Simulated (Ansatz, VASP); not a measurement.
## Two plane-wave programs on CdS

```
Cd S
1.0
     0.00000    2.85060    2.85060
     2.85060    0.00000    2.85060
     2.85060    2.85060    0.00000
Cd S
1 1
Direct
  0.00000 0.00000 0.00000
  0.25000 0.25000 0.25000
```

Alike in both runs: task single point; functional PBE; k mesh 4 × 4 × 4; no spin polarisation.

|  | VASP | Ansatz |
| --- | --- | --- |
| version | VASP 6.6.1 | Ansatz 0.2.0-dev |
| potentials or method | VASP PAW PBE potentials, release 64 (Cd, S), cutoff 500 eV | hard PAW set made for 700 eV |
| occupations | gaussian, width 0.01 eV | fixed |

|  | VASP | Ansatz | Ansatz less VASP |
| --- | --- | --- | --- |
| gap on the k mesh at the Fermi level (eV) | 1.29 | 1.28 | -0.009 |

The k mesh is coarse, so the values compare programs but aren't converged.
